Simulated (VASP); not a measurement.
Write the native input for VASP 6.6.1 that does the following.

* Task: single point
* Functional: LDA
* Potentials or basis: VASP PAW LDA potentials, release 64 (Os)
* Cutoff: 520 eV
* k mesh: 13 × 9 × 8
* Occupations: fermi-dirac, width 0.05 eV
* Spin: no spin polarisation
* Dipole correction: no
* Further INCAR settings: ALGO = Normal; EDIFF = 1e-06; NBANDS = 24

The structure of Os lies in POSCAR:

```
Os
1.0
   -1.3573936166      2.3510747098      0.0000000000
    0.0000000000      0.0000000000      4.2926626049
    4.0721808498      2.3510747098      0.0000000000
Os
4
Direct
    0.5000000000      0.2500000000      0.1666666670
    0.0000000000      0.2500000000      0.6666666670
    0.0000000000      0.7500000000      0.3333333330
    0.5000000000      0.7500000000      0.8333333330
```

One way to write it, as run:

INCAR

```
  PREC = Accurate
  ENCUT = 520
  EDIFF = 1E-6
  ISMEAR = -1
  SIGMA = 0.05
  LREAL = False
  LASPH = True
  NELM = 60
  ALGO = Normal
  ISIF = 2
  LWAVE = False
  LCHARG = False
  NBANDS = 24
```

KPOINTS

```
Automatic mesh
0
Gamma
  13 9 8
```

Potentials or basis: VASP PAW LDA potentials, release 64 (Os).

Command:

```console
$ cat potpaw_LDA.64/Os/POTCAR > POTCAR
$ mpirun -np 1 vasp_std > vasp.out
```

It gave:

```json
{
 "Pressure": "0.9 GPa",
 "Largest force": "0.040 eV/Å",
 "Band gap on the k mesh": "zero (bands 16 and 17 overlap by 3.60 eV)"
}
```

Caveat: spin-orbit coupling is left out, which moves the levels of the heavy elements.

Run time: 76 s on 1 thread of Intel(R) Xeon(R) 6975P-C (Granite Rapids) (shared host), peak memory 0.27 GiB.
